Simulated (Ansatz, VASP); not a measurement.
One calculation of KCl, two programs

POSCAR

```
KCl
1.0
    0.0000000000      3.1561000000      3.1561000000
    3.1561000000      0.0000000000      3.1561000000
    3.1561000000      3.1561000000      0.0000000000
K Cl
1 1
Direct
    0.0000000000      0.0000000000      0.0000000000
    0.5000000000      0.5000000000      0.5000000000
```

The input INCAR.step1:

```
SYSTEM = KCl
  PREC = Accurate
  ENCUT = 600
  ISMEAR = 0
  SIGMA = 0.02
  LREAL = .FALSE.
  LASPH = .TRUE.
  NELM = 80
  GGA = PE
  ALGO = Normal
  EDIFF = 1E-4
  LWAVE = .TRUE.
  LCHARG = .FALSE.
```

Contents of INCAR.step2:

```
SYSTEM = KCl
  PREC = Accurate
  ENCUT = 600
  EDIFF = 1E-7
  ISMEAR = 0
  SIGMA = 0.02
  LREAL = .FALSE.
  LASPH = .TRUE.
  NELM = 80
  ALGO = Normal
  ISIF = 3
  LWAVE = .FALSE.
  LCHARG = .FALSE.
  METAGGA = R2SCAN
  LMIXTAU = .TRUE.
  IBRION = 2
  NSW = 100
  EDIFFG = -0.005
  ISTART = 1
```

The input KPOINTS:

```
Automatic mesh
0
G
  6 6 6
  0 0 0
```

Input for Ansatz:

```yaml
crystal:
  lattice:
    - [0.0, 3.1561, 3.1561]
    - [3.1561, 0.0, 3.1561]
    - [3.1561, 3.1561, 0.0]
  atoms:
    - { symbol: K, position: [0.0, 0.0, 0.0] }
    - { symbol: Cl, position: [0.5, 0.5, 0.5] }
basis:
  ecutwfc: 500
kpoints:
  mp_grid: { grid: [6, 6, 6] }
hamiltonian:
  xc: r2scan
scf:
  occupations: { method: gaussian, width: 0.02 }
output:
  forces: true
  stress: true
  eigenvalues: true
relax:
  adjacent_minimum: "off"
  f_tol: 0.005
  max_steps: 80
  cell: { stress_tol: 0.05 }
```

Alike in both runs: task relaxation of cell and atoms; functional r2SCAN; k mesh 6 × 6 × 6; occupations gaussian, width 0.02 eV; no spin polarisation.

|  | VASP | Ansatz |
| --- | --- | --- |
| version | VASP 6.6.1 | Ansatz 0.2.0 |
| potentials or method | VASP PAW PBE potentials, release 64 (K_sv, Cl), cutoff 600 eV | scalar-relativistic, plane waves, PAW |
| valence electrons in the cell | 16 | 16 |

Ansatz gave:

- gap on the k mesh at the Fermi level, each at its own relaxed structure (eV): 5.83
- relaxed volume (Å³/atom): 31.15
- relaxed cell length with the largest relative difference (Å): 4.450

**Question.** Estimate VASP's values.

**Answer.** gap on the k mesh at the Fermi level, each at its own relaxed structure (eV): 5.83; relaxed volume (Å³/atom): 31.19; relaxed cell length with the largest relative difference (Å): 4.452.

VASP's potentials were made for PBE, not for r2SCAN.
